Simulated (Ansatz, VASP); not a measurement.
# One calculation of Hg, two programs

```
Hg
1.0
    10.44458    0.00000    0.00000
     0.00000   10.44458    0.00000
     0.00000    0.00000   10.44458
Hg
8
Direct
  0.00000 0.00000 0.00000
  0.50000 0.50000 0.50000
  0.25000 0.00000 0.50000
  0.75000 0.00000 0.50000
  0.50000 0.25000 0.00000
  0.50000 0.75000 0.00000
  0.00000 0.50000 0.25000
  0.00000 0.50000 0.75000
```

Alike in both runs: functional BLYP; k mesh 5 × 5 × 5; occupations fermi-dirac, width 0.1 eV; no spin polarisation.

Ansatz relaxed the structure, and its values are those at the end. VASP's run is a single point on that final structure, the one shown.

|  | VASP | Ansatz |
| --- | --- | --- |
| version | VASP 6.6.1 | Ansatz 0.2.0 |
| potentials or method | VASP PAW PBE potentials, release 64 (Hg), cutoff 520 eV | plane waves (420 eV) with PAW, scalar-relativistic |
| valence electrons in the cell | 96 | 160 |

Ansatz gave:

```
gap on the k mesh at the Fermi level (eV) : 4.81
pressure (GPa)                            : 0.0
```

Q: What did VASP give for the same quantities?

A: gap on the k mesh at the Fermi level (eV): 4.79; pressure (GPa): 0.0.

VASP's potentials were made for PBE, not for BLYP. VASP's potentials hold 96 valence electrons a cell and Ansatz's 160, so a difference there can come from the potentials and not from the codes. Ansatz's warnings: xc potential rough in thin density.

Neither program's run includes spin-orbit coupling.
